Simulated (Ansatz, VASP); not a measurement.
TaAs: VASP beside Ansatz

```
Ta As
1.0
    -1.73198    1.73198    5.86641
     1.73198   -1.73198    5.86641
     1.73198    1.73198   -5.86641
Ta As
2 2
Direct
  0.50018 0.00018 0.50000
  0.75018 0.75018 0.00000
  0.08242 0.58242 0.50000
  0.33242 0.33242 0.00000
```

Alike in both runs: functional PBE; k mesh 18 × 18 × 18; occupations fermi-dirac, width 0.15 eV; no spin polarisation.

Ansatz relaxed the structure, and its values are those at the end. VASP's run is a single point on that final structure, the one shown.

|  | VASP | Ansatz |
| --- | --- | --- |
| version | VASP 6.6.1 | Ansatz 0.2.0 |
| potentials or method | VASP PAW PBE potentials, release 64 (Ta_pv, As), cutoff 520 eV | scalar-relativistic, plane waves, PAW |
| valence electrons in the cell | 32 | 56 |

Ansatz gave:

```
gap on the k mesh at the Fermi level (eV) : none
pressure (GPa)                            : 0.0
```

**Question.** Which values does VASP return?

**Answer.** gap on the k mesh at the Fermi level (eV): none; pressure (GPa): 0.4.

A gap of «none» marks a metal or a gap that the smearing closes. The functional is the same, so the differences come from potentials, cutoffs and numerics. VASP's potentials hold 32 valence electrons a cell and Ansatz's 56, so a difference there can come from the potentials and not from the codes.

Neither program's run includes spin-orbit coupling.
